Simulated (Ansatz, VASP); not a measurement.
Hf: VASP beside Ansatz

INCAR

```
PREC     = Accurate       # precision mode
ENCUT    = 520            # plane-wave cutoff, eV
EDIFF    = 1E-6           # SCF threshold, eV
ISMEAR   = -1             # smearing method
SIGMA    = 0.05           # smearing width, eV
LREAL    = False          # projectors in reciprocal space
LASPH    = True           # aspherical terms in the spheres
NELM     = 60             # most SCF steps
ALGO     = Normal         # electronic algorithm
ISIF     = 2              # what is computed and relaxed
LWAVE    = False          # write WAVECAR
LCHARG   = False          # write CHGCAR
GGA      = PS             # functional
NBANDS   = 17             # bands
```

Contents of KPOINTS:

```
regular mesh
0
Gamma
  9 9 9
```

Contents of POSCAR:

```
Hf
1.0
    0.0000000000      3.0438467722      3.0438467722
    3.0438467722      0.0000000000      3.0438467722
    3.0438467722      3.0438467722      0.0000000000
Hf
2
Direct
   -0.0875000000     -0.1375000000     -0.1375000000
    0.0875000000      0.1375000000      0.1375000000
```

Input for Ansatz:

```yaml
crystal:
  lattice:
    - [0.0, 3.0438467722, 3.0438467722]
    - [3.0438467722, 0.0, 3.0438467722]
    - [3.0438467722, 3.0438467722, 0.0]
  atoms:
    - { symbol: Hf, position: [-0.0875, -0.1375, -0.1375] }
    - { symbol: Hf, position: [0.0875, 0.1375, 0.1375] }
kpoints:
  mp_grid: { grid: [9, 9, 9] }
scf:
  occupations: { method: fermi_dirac, width: 0.05 }
hamiltonian:
  xc: pbesol
  pseudopotentials: { kind: all_electron, lapw: { basis_error: 0.001 } }
output:
  forces: true
  stress: true
  eigenvalues: true
  populations: true
```

Change from the starting cell: shortest bond scaled by 1.1, LAPW.

Alike in both runs: task single point; functional PBEsol; k mesh 9 × 9 × 9; occupations fermi-dirac, width 0.05 eV; no spin polarisation.

|  | VASP | Ansatz |
| --- | --- | --- |
| version | VASP 6.6.1 | Ansatz 0.2.0 |
| potentials or method | VASP PAW PBE potentials, release 64 (Hf_pv), cutoff 520 eV | all-electron LAPW, scalar-relativistic |

Ansatz gave:

| Property | Result |
| --- | --- |
| pressure (GPa) | 5.4 |
| traceless stress, the component that is largest in VASP (GPa) | 5.59 |
| rms of the force components (eV/Å) | 0.015 |

**Question.** Estimate VASP's values.

**Answer.** Pressure (GPa): 5.1; traceless stress, the component that is largest in VASP (GPa): 5.51; rms of the force components (eV/Å): 0.021.

VASP's potentials were made for PBE, not for PBEsol. Atom by atom the forces differ by 0.006 eV/Å (rms over components). Ansatz ran all-electron here, and VASP with PAW potentials.

Spin-orbit coupling is off throughout.
